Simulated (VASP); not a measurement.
GaN, 2 atoms in the cell. The structure is tetragonal, space group I-4m2 (No. 119). Conventional cell: a = 2.932 Å, b = 2.932 Å, c = 4.868 Å, α = 90.00°, β = 90.00°, γ = 90.00°. Ga (site symmetry -4m2) has 4 N at 1.91 Å within 2.5 Å. Within 2.5 Å of N (site symmetry -4m2) lie 4 Ga at 1.91 Å.  This cell differs from its parent crystal: strain -0.080 along x and y, +0.080 along z.

```yaml
Program: VASP 6.6.1
Task: single point
Functional: r2SCAN
Potentials_or_basis: VASP PAW PBE potentials, release 64 (Ga_d, N)
Cutoff: 520 eV
k_mesh: 10 × 10 × 10
Occupations: gaussian, width 0.05 eV
Spin: no spin polarisation
Dipole_correction: no
Further_INCAR_settings: ALGO = Normal; EDIFF = 1e-06; NBANDS = 16
```

Potentials or basis: VASP PAW PBE potentials, release 64 (Ga_d, N).

Launch:

```console
$ cat potpaw_PBE.64/Ga_d/POTCAR potpaw_PBE.64/N/POTCAR > POTCAR
$ cp INCAR.step1 INCAR
$ mpirun -np 1 vasp_std > vasp.out
$ cp INCAR.step2 INCAR
$ mpirun -np 1 vasp_std > vasp.out
```

Hardware: 1 thread of Intel(R) Xeon(R) 6975P-C (Granite Rapids), on a shared host.

Problem. How long does it take, and how much memory?

Solution. Wall time 39 s on 1 thread of Intel(R) Xeon(R) 6975P-C (Granite Rapids), on a shared host, peak memory 0.17 GiB. Counts: k points 102.
